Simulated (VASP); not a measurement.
Here is a VASP 6.6.1 calculation.

Contents of POSCAR:

```
P
1.0
    3.2170000000      0.0000000000      0.0000000000
   -1.6085000000      2.7860037240      0.0000000000
    0.0000000000      0.0000000000     28.0000000000
P
2
Direct
    0.3333333333      0.6666666667      0.5187321429
    0.6666666667      0.3333333333      0.4812678571
```

INCAR.step1

```
PREC     = Accurate       # precision mode
ENCUT    = 520            # plane-wave cutoff, eV
ISMEAR   = 0              # smearing method
SIGMA    = 0.02           # smearing width, eV
LREAL    = False          # projectors in reciprocal space
LASPH    = True           # aspherical terms in the spheres
NELM     = 80             # most SCF steps
LDIPOL   = True         
IDIPOL   = 3            
DIPOL    = 0.5 0.5 0.500
NBANDS   = 12             # bands
GGA      = PE             # functional
ALGO     = Normal         # electronic algorithm
EDIFF    = 1E-4           # SCF threshold, eV
LWAVE    = True           # write WAVECAR
LCHARG   = False          # write CHGCAR
```

The input INCAR.step2:

```
PREC     = Accurate       # precision mode
ENCUT    = 520            # plane-wave cutoff, eV
EDIFF    = 1E-6           # SCF threshold, eV
ISMEAR   = 0              # smearing method
SIGMA    = 0.02           # smearing width, eV
LREAL    = False          # projectors in reciprocal space
LASPH    = True           # aspherical terms in the spheres
NELM     = 80             # most SCF steps
ALGO     = Normal         # electronic algorithm
ISIF     = 2              # what is computed and relaxed
LWAVE    = False          # write WAVECAR
LCHARG   = False          # write CHGCAR
LDIPOL   = True         
IDIPOL   = 3            
DIPOL    = 0.5 0.5 0.500
METAGGA  = R2SCAN         # meta-GGA
LMIXTAU  = True         
NBANDS   = 12             # bands
ISTART   = 1
```

Contents of KPOINTS:

```
Automatic mesh
0
Gamma
  9 9 1
```

Potentials or basis: VASP PAW PBE potentials, release 64 (P).

Run with:

```bash
$ cat potpaw_PBE.64/P/POTCAR > POTCAR
$ cp INCAR.step1 INCAR
$ mpirun -np 1 vasp_std > vasp.out
$ cp INCAR.step2 INCAR
$ mpirun -np 1 vasp_std > vasp.out
```

Question: Predict the band gap on the k mesh.

Answer: 1.17 eV (least direct gap 1.74 eV).

Question: Predict the largest force.

Answer: 3.255 eV/Å.

Forces in eV/Å, atoms in the order of the input:
```
P    0.000  0.000  3.255
P    0.000  0.000 -3.255
```

Caveat: the PAW data sets were made with another functional, which shifts forces and pressure a little.
